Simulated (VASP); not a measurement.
# BaS in VASP: further runs

The runs below take BaS through single point, with PBEsol.

All numbers are computed with VASP 6.6.1; they aren't measurements. Logs are shortened: lines on timing, memory, paths and dates and some standing lists are left out, and cuts for length are marked.

## Step 1: The cell of the first run

It takes space group R-3m (No. 166, trigonal). Conventional cell: a = 4.467 Å, b = 4.467 Å, c = 11.023 Å, α = 90.00°, β = 90.00°, γ = 120.00°. Ba (site symmetry -3m) has 6 S at 3.17 Å within 4.2 Å. Within 4.2 Å of S (site symmetry -3m) lie 6 Ba at 3.17 Å.

## Step 2: Single point, PBEsol, non-collinear spin, zero start, spin-orbit coupling (equal xy, yz and zx engineering shears of +0.5 %)

File INCAR:

```
PREC     = Accurate       # precision mode
ENCUT    = 520            # plane-wave cutoff, eV
EDIFF    = 1E-6           # SCF threshold, eV
ISMEAR   = 0              # smearing method
SIGMA    = 0.01           # smearing width, eV
LREAL    = F              # projectors in reciprocal space
LASPH    = T              # aspherical terms in the spheres
NELM     = 150            # most SCF steps
ALGO     = Normal         # electronic algorithm
ISIF     = 2              # what is computed and relaxed
LWAVE    = F              # write WAVECAR
LCHARG   = F              # write CHGCAR
MAGMOM   = 0 0 0 0 0 0    # initial moments
LORBIT   = 11             # projections on sites
LSORBIT  = T              # spin-orbit coupling
GGA_COMPAT= F            
LORBMOM  = T            
GGA      = PS             # functional
NBANDS   = 28             # bands
```

File KPOINTS:

```
Automatic mesh
0
Gamma
  8 8 8
```

File POSCAR:

```
BaS
1.0
    0.0158314830      3.1742123418      3.1742123418
    3.1742123418      0.0158314830      3.1742123418
    3.1742123418      3.1742123418      0.0158314830
Ba S
1 1
Direct
    0.0000000000      0.0000000000      0.0000000000
    0.5000000000      0.5000000000      0.5000000000
```

Potentials or basis: VASP PAW PBE potentials, release 64 (Ba_sv, S).

Run with:

```bash
$ cat potpaw_PBE.64/Ba_sv/POTCAR potpaw_PBE.64/S/POTCAR > POTCAR
$ mpirun -np 1 vasp_ncl > vasp.out
```

OUTCAR:

```text
PREC = Accurate
   ENCUT = 520
   EDIFF = 1E-6
   ISMEAR = 0
   LREAL = F
   LASPH = T
   NELM = 150
   ISIF = 2
   LORBIT = 11
   LSORBIT = T
   GGA = PS

 ion  position               nearest neighbor table
   1  0.000  0.000  0.000-   2 3.17   2 3.17   2 3.17   2 3.17   2 3.17   2 3.17
   2  0.500  0.500  0.500-   1 3.17   1 3.17   1 3.17   1 3.17   1 3.17   1 3.17

  LATTYP: Found a trigonal (rhomboedric) cell.
 ALAT       =     4.4890420601
 COS(alpha) =     0.5049812503

  Lattice vectors:

 A1 = (   0.0158314830,   3.1742123418,   3.1742123418)
 A2 = (   3.1742123418,   0.0158314830,   3.1742123418)
 A3 = (   3.1742123418,   3.1742123418,   0.0158314830)

Analysis of symmetry for initial positions (statically):
=====================================================================
 Subroutine PRICEL returns:
 Original cell was already a primitive cell.

 Routine SETGRP: Setting up the symmetry group for a
 trigonal (rhombohedral) supercell.

 Subroutine GETGRP returns: Found 12 space group operations
 (whereof 12 operations were pure point group operations)
 out of a pool of 12 trial point group operations.

The static configuration has the point symmetry D_3d.

Analysis of symmetry for dynamics (positions and initial velocities):
=====================================================================
 Subroutine PRICEL returns:
 Original cell was already a primitive cell.

 Routine SETGRP: Setting up the symmetry group for a
 trigonal (rhombohedral) supercell.

 Subroutine GETGRP returns: Found 12 space group operations
 (whereof 12 operations were pure point group operations)
 out of a pool of 12 trial point group operations.

The dynamic configuration has the point symmetry D_3d.

Analysis of structural, dynamic, and magnetic symmetry:
=====================================================================
 Subroutine PRICEL returns:
 Original cell was already a primitive cell.

 Routine SETGRP: Setting up the symmetry group for a
 trigonal (rhombohedral) supercell.

 Subroutine GETGRP returns: Found 12 space group operations
 (whereof 12 operations were pure point group operations)
 out of a pool of 12 trial point group operations.

The overall configuration has the point symmetry D_3d.

 Subroutine INISYM returns: Found 12 space group operations
 (whereof 12 operations are pure point group operations),
 and found     1 'primitive' translations

----------------------------------------------------------------------------------------

                                     Primitive cell

  volume of cell :      63.4858

  direct lattice vectors                    reciprocal lattice vectors
     0.015831483  3.174212342  3.174212342    -0.158702767  0.157915160  0.157915160
     3.174212342  0.015831483  3.174212342     0.157915160 -0.158702767  0.157915160
     3.174212342  3.174212342  0.015831483     0.157915160  0.157915160 -0.158702767

  length of vectors
     4.489042060  4.489042060  4.489042060     0.273972560  0.273972560  0.273972560

  position of ions in fractional coordinates (direct lattice)
     0.000000000  0.000000000  0.000000000
     0.500000000  0.500000000  0.500000000

  ion indices of the primitive-cell ions
   primitive index   ion index
                 1           1
                 2           2

----------------------------------------------------------------------------------------

 KPOINTS: Automatic mesh

Automatic generation of k-mesh.
 Grid dimensions read from file:
 generate k-points for:    8    8    8

 Generating k-lattice:

  Cartesian coordinates                     Fractional coordinates (reciprocal lattice)
    -0.019837846  0.019739395  0.019739395     0.125000000 -0.000000000 -0.000000000
     0.019739395 -0.019837846  0.019739395    -0.000000000  0.125000000 -0.000000000
     0.019739395  0.019739395 -0.019837846    -0.000000000 -0.000000000  0.125000000

  Length of vectors
     0.034246570  0.034246570  0.034246570

  Shift w.r.t. Gamma in fractional coordinates (k-lattice)
     0.000000000  0.000000000  0.000000000

 Subroutine IBZKPT returns following result:
 ===========================================

 Found     65 irreducible k-points:

 Following reciprocal coordinates:
            Coordinates               Weight
  0.000000  0.000000  0.000000      1.000000
[... 48 lines left out ...]
   ISIF   =      2    stress and relaxation
   ISYM   =      2    0-nonsym 1-usesym 2-fastsym
   POTIM  = 0.5000    time-step for ionic-motion
   TEBEG  =    0.0;   TEEND  =   0.0 temperature during run
   PSTRESS=    0.0 pullay stress
   NELECT =      16.0000    total number of electrons
   NUPDOWN=      -1.0000    fix difference up-down
   EMIN   =  10.00;   EMAX   =-10.00  energy-range for DOS
   EFERMI =   0.00;   METHOD = LEGACY
   ISMEAR =     0;   SIGMA  =   0.01  broadening in eV -4-tet -1-fermi 0-gaus
   EFERMI_NEDOS =   21; number of points for ismear=-14 and -15
   IALGO  =     38    algorithm
   IMIX   =      4    mixing-type and parameters
     AMIX     =   0.40;   BMIX     =  1.00
     AMIX_MAG =   1.60;   BMIX_MAG =  1.00
  volume/ion in A,a.u.               =      31.74       214.21
  Fermi-wavevector in a.u.,A,eV,Ry     =   1.034084  1.954136 14.549122  1.069330
  Thomas-Fermi vector in A             =   2.168362
   LORBIT       =     11    0 simple, 1 ext, 2 COOP (PROOUT), +10 PAW based schemes
   GGA     = PS    functional components
   LHFCALC =     F    Hartree Fock is set to
   AEXX    =    0.0000 exact exchange contribution
   IVDW    =     0    specifies the selected vdW correction
   LEPSILON=     F    determine dielectric tensor
   LRPA    =     F    only Hartree local field effects (RPA)
 Gauss-broadening in eV      SIGMA  =   0.01
  energy-cutoff  :      520.00
  volume of cell :       63.49
 maximum number of plane-waves:      3460
 NGX is ok and might be reduce to    36
   NGX = 17   NGY = 17   NGZ = 17

 number of electron      16.0000000 magnetization       0.0000000      0.0000000      0.0000000

 number of electron      15.9999999 magnetization       0.0000000     -0.0000000     -0.0000000

 number of electron      15.9999999 magnetization      -0.0000000      0.0000000      0.0000000

 Free energy of the ion-electron system (eV)
  ---------------------------------------------------
  ext. energy  EPLUGINS =         0.00000000
  ---------------------------------------------------
  free energy    TOTEN  =       -10.91379332 eV

  energy without entropy =      -10.91379332  energy(sigma->0) =      -10.91379332

 E-fermi :   1.6181     XC(G=0):  -8.9334

 val. band max:        1.5351445278   @ k =   0.0000   0.0000   0.0000
 cond. band min:       3.4098215283   @ k =   0.5000   0.5000   0.0000
 fundamental gap:      1.8746770005
 Fermi energy:         1.6180589063

 k-point     1 :       0.0000    0.0000    0.0000
  band No.  band energies     occupation
      1     -24.4797      1.00000
      2     -24.4797      1.00000
      3     -10.8579      1.00000
      4     -10.8579      1.00000
      5      -8.9151      1.00000
      6      -8.9151      1.00000
[... 733 lines left out ...]
     27       9.2467      0.00000
     28       9.2468      0.00000

 [... further k-points ...]
[... 5 lines left out ...]
  --------------------------------------------------------------------------------------
  -------------------------------------------------------------------------------------
  Total        0.2572356      0.2572356      0.2572356     -0.0365447     -0.0365447     -0.0365447
  in kB        6.4917985      6.4917985      6.4917985     -0.9222694     -0.9222694     -0.9222694
  external PRESSURE =       6.4917985 kB  Pullay stress =       0.0000000 kB

 VOLUME and BASIS-vectors are now :
 -----------------------------------------------------------------------------
  energy-cutoff  :      520.00
  volume of cell :       63.49
      direct lattice vectors                 reciprocal lattice vectors
     0.015831483  3.174212342  3.174212342    -0.158702767  0.157915160  0.157915160
     3.174212342  0.015831483  3.174212342     0.157915160 -0.158702767  0.157915160
     3.174212342  3.174212342  0.015831483     0.157915160  0.157915160 -0.158702767

 POSITION                                       TOTAL-FORCE (eV/Angst)
 -----------------------------------------------------------------------------------
      0.00000      0.00000      0.00000         0.000000      0.000000     -0.000000
      3.18213      3.18213      3.18213        -0.000000     -0.000000      0.000000
 -----------------------------------------------------------------------------------
    total drift:                                0.000000      0.000000      0.000000

  FREE ENERGIE OF THE ION-ELECTRON SYSTEM (eV)
  ---------------------------------------------------
  free  energy   TOTEN  =       -10.9137933218 eV

  energy  without entropy=      -10.9137933218  energy(sigma->0) =      -10.91379332

 orbital moment (x)

 # of ion     p       d       tot
 ----------------------------------------
  1         0.000   0.000   0.000
  2         0.000   0.000   0.000
 ----------------------------------------
            0.000   0.000   0.000

 orbital moment (y)

 # of ion     p       d       tot
 ----------------------------------------
  1        -0.000   0.000   0.000
  2        -0.000   0.000  -0.000
 ----------------------------------------
           -0.000   0.000  -0.000

 orbital moment (z)

 # of ion     p       d       tot
 ----------------------------------------
  1         0.000   0.000   0.000
  2         0.000   0.000   0.000
 ----------------------------------------
            0.000   0.000   0.000

 Spin-Orbit-Coupling matrix elements

 Ion:    1  E_soc:     -0.3917035
 l=   1
     0.0000000    -0.0650746    -0.0650746
    -0.0650746     0.0000000    -0.0650746
    -0.0650746    -0.0650746     0.0000000
 l=   2
     0.0000000    -0.0000147     0.0000000    -0.0000147    -0.0001947
    -0.0000147     0.0000000    -0.0001460    -0.0000147    -0.0000487
     0.0000000    -0.0001460     0.0000000    -0.0001460     0.0000000
    -0.0000147    -0.0000147    -0.0001460     0.0000000    -0.0000487
    -0.0001947    -0.0000487     0.0000000    -0.0000487     0.0000000
 l=   3
     0.0000000     0.0000000     0.0000000     0.0000000     0.0000000     0.0000000     0.0000000
     0.0000000     0.0000000     0.0000000     0.0000000     0.0000000     0.0000000     0.0000000
     0.0000000     0.0000000     0.0000000     0.0000000     0.0000000     0.0000000     0.0000000
     0.0000000     0.0000000     0.0000000     0.0000000     0.0000000     0.0000000     0.0000000
     0.0000000     0.0000000     0.0000000     0.0000000     0.0000000     0.0000000     0.0000000
     0.0000000     0.0000000     0.0000000     0.0000000     0.0000000     0.0000000     0.0000000
     0.0000000     0.0000000     0.0000000     0.0000000     0.0000000     0.0000000     0.0000000

 Ion:    2  E_soc:     -0.0024381
 l=   1
     0.0000000    -0.0004063    -0.0004063
    -0.0004063     0.0000000    -0.0004063
    -0.0004063    -0.0004063     0.0000000
 l=   2
     0.0000000     0.0000000     0.0000000     0.0000000     0.0000000
     0.0000000     0.0000000     0.0000000     0.0000000     0.0000000
     0.0000000     0.0000000     0.0000000     0.0000000     0.0000000
     0.0000000     0.0000000     0.0000000     0.0000000     0.0000000
     0.0000000     0.0000000     0.0000000     0.0000000     0.0000000
 l=   3
     0.0000000     0.0000000     0.0000000     0.0000000     0.0000000     0.0000000     0.0000000
     0.0000000     0.0000000     0.0000000     0.0000000     0.0000000     0.0000000     0.0000000
     0.0000000     0.0000000     0.0000000     0.0000000     0.0000000     0.0000000     0.0000000
     0.0000000     0.0000000     0.0000000     0.0000000     0.0000000     0.0000000     0.0000000
     0.0000000     0.0000000     0.0000000     0.0000000     0.0000000     0.0000000     0.0000000
     0.0000000     0.0000000     0.0000000     0.0000000     0.0000000     0.0000000     0.0000000
     0.0000000     0.0000000     0.0000000     0.0000000     0.0000000     0.0000000     0.0000000

 total charge

# of ion       s       p       d       tot
------------------------------------------
    1        2.009   5.605   0.296   7.909
    2        1.317   2.409   0.000   3.727
--------------------------------------------------
tot          3.326   8.014   0.296  11.636

 magnetization (x)

# of ion       s       p       d       tot
------------------------------------------
    1        0.000   0.000  -0.000  -0.000
    2        0.000   0.000   0.000   0.000
--------------------------------------------------
tot          0.000   0.000  -0.000   0.000

 magnetization (y)

# of ion       s       p       d       tot
------------------------------------------
    1        0.000   0.000   0.000   0.000
    2       -0.000  -0.000   0.000  -0.000
--------------------------------------------------
tot         -0.000  -0.000   0.000  -0.000

 magnetization (z)

# of ion       s       p       d       tot
------------------------------------------
    1        0.000   0.000   0.000   0.000
    2        0.000   0.000   0.000   0.000
--------------------------------------------------
tot          0.000   0.000   0.000   0.000
```

Wall time 6.6 min (1 thread of Oxide Virtual Turin-like, shared host); peak memory 0.44 GiB.

Results:

- Free energy: -10.9138 eV
- Pressure: 0.6 GPa
- Net moment: 0.00 μB per cell
- Valence electrons inside the program's atomic spheres: Ba 7.91; S 3.73

Stress tensor (GPa, compression positive):
```
 0.65 -0.09 -0.09
-0.09  0.65 -0.09
-0.09 -0.09  0.65
```

Moments on the atoms (μB; x, y, z):
```
Ba  0.00 0.00 0.00
S   0.00 0.00 0.00
```

Caveat: the cell differs from its parent crystal (equal xy, yz and zx engineering shears of +0.5 %); the PAW data sets were made with another functional, which shifts forces and pressure a little.

## Step 3: Single point, PBEsol, non-collinear spin, zero start, spin-orbit coupling (atom 1 moved by [0.01, 0.01, 0.01] A)

File INCAR:

```
PREC = Accurate ; ENCUT = 520
EDIFF = 1E-7 ; ISMEAR = 0
SIGMA = 0.01 ; LREAL = F
LASPH = T ; NELM = 150
ALGO = Normal ; ISIF = 2
LWAVE = F ; LCHARG = F
MAGMOM = 0 0 0 0 0 0 ; LORBIT = 11
LSORBIT = T ; GGA_COMPAT = F
LORBMOM = T ; GGA = PS
NBANDS = 28
```

File KPOINTS:

```
regular mesh
0
Gamma
  8 8 8
```

File POSCAR:

```
BaS
1.0
    0.0000000000      3.1662966003      3.1662966003
    3.1662966003      0.0000000000      3.1662966003
    3.1662966003      3.1662966003      0.0000000000
Ba S
1 1
Direct
    0.0015791319      0.0015791319      0.0015791319
    0.5000000000      0.5000000000      0.5000000000
```

Potentials or basis: VASP PAW PBE potentials, release 64 (Ba_sv, S).

Run with:

```bash
$ cat potpaw_PBE.64/Ba_sv/POTCAR potpaw_PBE.64/S/POTCAR > POTCAR
$ mpirun -np 1 vasp_ncl > vasp.out
```

OUTCAR:

```text
PREC = Accurate
   ENCUT = 520
   EDIFF = 1E-7
   ISMEAR = 0
   LREAL = F
   LASPH = T
   NELM = 150
   ISIF = 2
   LORBIT = 11
   LSORBIT = T
   GGA = PS

 ion  position               nearest neighbor table
   1  0.002  0.002  0.002-   2 3.16   2 3.16   2 3.16   2 3.18   2 3.18   2 3.18
   2  0.500  0.500  0.500-   1 3.16   1 3.16   1 3.16   1 3.18   1 3.18   1 3.18

  LATTYP: Found a face centered cubic cell.
 ALAT       =     6.3325932006

  Lattice vectors:

 A1 = (   0.0000000000,   3.1662966003,   3.1662966003)
 A2 = (   3.1662966003,   0.0000000000,   3.1662966003)
[... 1038 lines left out ...]
     0.0000000     0.0000000     0.0000000     0.0000000     0.0000000
 l=   3
     0.0000000     0.0000000     0.0000000     0.0000000     0.0000000     0.0000000     0.0000000
     0.0000000     0.0000000     0.0000000     0.0000000     0.0000000     0.0000000     0.0000000
     0.0000000     0.0000000     0.0000000     0.0000000     0.0000000     0.0000000     0.0000000
     0.0000000     0.0000000     0.0000000     0.0000000     0.0000000     0.0000000     0.0000000
     0.0000000     0.0000000     0.0000000     0.0000000     0.0000000     0.0000000     0.0000000
     0.0000000     0.0000000     0.0000000     0.0000000     0.0000000     0.0000000     0.0000000
     0.0000000     0.0000000     0.0000000     0.0000000     0.0000000     0.0000000     0.0000000

 total charge

# of ion       s       p       d       tot
------------------------------------------
    1        2.009   5.605   0.296   7.909
    2        1.317   2.409   0.000   3.727
--------------------------------------------------
tot          3.326   8.014   0.296  11.636

 magnetization (x)

# of ion       s       p       d       tot
------------------------------------------
    1        0.000   0.000   0.000   0.000
    2        0.000   0.000   0.000   0.000
--------------------------------------------------
tot          0.000   0.000   0.000   0.000

 magnetization (y)

# of ion       s       p       d       tot
------------------------------------------
    1       -0.000   0.000   0.000   0.000
    2       -0.000  -0.000   0.000  -0.000
--------------------------------------------------
tot         -0.000  -0.000   0.000   0.000

 magnetization (z)

# of ion       s       p       d       tot
------------------------------------------
    1       -0.000   0.000   0.000   0.000
    2        0.000   0.000   0.000   0.000
--------------------------------------------------
tot          0.000   0.000   0.000   0.000
```

stdout:

```text
POSCAR found type information on POSCAR BaS
 POSCAR found :  2 types and       2 ions
 scaLAPACK will be used
 -----------------------------------------------------------------------------
|                                                                             |
|                                                                             |
|     You enforced a specific xc type in the INCAR file but a different       |
|     I HOPE YOU KNOW WHAT YOU ARE DOING!                                     |
|                                                                             |
 -----------------------------------------------------------------------------

 LDA part: xc-table for (Slater+PW92), standard interpolation
 POSCAR, INCAR and KPOINTS ok, starting setup
 FFT: planning ... GRIDC
 FFT: planning ... GRID_SOFT
 FFT: planning ... GRID
 WAVECAR not read
 entering main loop
```

Wall time 15 min (1 thread of Oxide Virtual Turin-like, shared host); peak memory 0.54 GiB.

Results:

```
Free energy                                           : -10.9137 eV
Pressure                                              : 0.7 GPa
Largest force                                         : 0.038 eV/Å
Net moment                                            : 0.00 μB per cell
Valence electrons inside the program's atomic spheres : Ba 7.91; S 3.73
```

Forces on the atoms (eV/Å):
```
Ba  -0.022 -0.022 -0.022
S    0.022  0.022  0.022
```

Moments on the atoms (μB; x, y, z):
```
Ba  0.00 0.00 0.00
S   0.00 0.00 0.00
```

Caveat: the cell differs from its parent crystal (atom 1 moved by [0.01, 0.01, 0.01] A); the PAW data sets were made with another functional, which shifts forces and pressure a little.
